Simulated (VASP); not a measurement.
Ga2BAs3:

```
CELL_PARAMETERS angstrom
5.52463 0.00000 0.00000
-2.76232 4.78447 0.00000
0.00000 0.00000 8.83718
ATOMIC_POSITIONS crystal
Ga 0.33333 0.66667 0.06250
Ga 0.66667 0.33333 0.56250
Ga 0.33333 0.66667 0.43750
Ga 0.66667 0.33333 0.93750
B 0.00000 0.00000 0.00000
B 0.00000 0.00000 0.50000
As 0.16667 0.33334 0.25000
As 0.83333 0.16667 0.75000
As 0.66666 0.83333 0.25000
As 0.83333 0.66666 0.75000
As 0.16667 0.83333 0.25000
As 0.33334 0.16667 0.75000
```

The cell was built from a structure type or drawn by symmetry, and may not be a known phase.

| Property | Result |
| --- | --- |
| Program | VASP 6.6.1 |
| Task | relaxation of cell and atoms |
| Functional | PBE |
| Potentials or basis | VASP PAW PBE potentials, release 64 (Ga_d, B, As) |
| Cutoff | 600 eV |
| k mesh | 6 × 6 × 2 |
| Occupations | gaussian, width 0.1 eV |
| Spin | no spin polarisation |

At the start: pressure 16.5 GPa; volume 19.47 Å³/atom.

Problem. Where does the relaxation end?

Solution. Over 20 steps the energy falls by 543.8 meV/atom and the volume is 19.33 Å³/atom (-0.7 %); space group P6_3/mmc (No. 194, to 0.1 Å) before and after.

The path:
```csv
step,energy change (eV),largest force (eV/Å),pressure (GPa),volume (Å³)
1,0.0000,5.3433,16.51,233.59
2,-4.5608,0.7918,-5.39,307.92
3,-4.9035,0.9035,-3.16,281.67
4,-5.4033,0.7641,-0.88,267.19
5,-5.5002,0.8579,1.28,258.34
6,-5.7850,0.7323,1.42,256.32
7,-6.0156,0.7007,2.73,250.55
8,-6.1575,0.1800,-2.14,266.61
9,-6.1877,0.2529,-0.77,261.43
10,-6.2392,0.2290,-0.56,258.85
11,-6.3701,0.1525,-0.02,251.14
12,-6.4288,0.6614,1.64,235.88
13,-6.4435,0.4672,1.01,240.63
14,-6.4719,0.3389,0.52,240.41
15,-6.5052,0.0430,-0.69,239.72
16,-6.5125,0.0451,-0.50,237.98
17,-6.5249,0.0544,0.02,232.80
18,-6.5249,0.0542,0.22,231.51
19,-6.5251,0.0540,0.16,231.98
20,-6.5259,0.0147,0.02,231.98
```

Final structure:
```yaml
crystal:
  lattice:
    - [5.55049, 0.00000, 0.00000]
    - [-2.77524, 4.80686, 0.00000]
    - [0.00000, 0.00000, 8.69468]
  atoms:
    - { symbol: Ga, position: [0.33333, 0.66667, 0.96076] }
    - { symbol: Ga, position: [0.66667, 0.33333, 0.46076] }
    - { symbol: Ga, position: [0.33333, 0.66667, 0.53924] }
    - { symbol: Ga, position: [0.66667, 0.33333, 0.03924] }
    - { symbol: B, position: [0.00000, 0.00000, 0.00000] }
    - { symbol: B, position: [0.00000, 0.00000, 0.50000] }
    - { symbol: As, position: [0.15350, 0.30701, 0.25000] }
    - { symbol: As, position: [0.84650, 0.15350, 0.75000] }
    - { symbol: As, position: [0.69299, 0.84650, 0.25000] }
    - { symbol: As, position: [0.84650, 0.69299, 0.75000] }
    - { symbol: As, position: [0.15350, 0.84650, 0.25000] }
    - { symbol: As, position: [0.30701, 0.15350, 0.75000] }
```
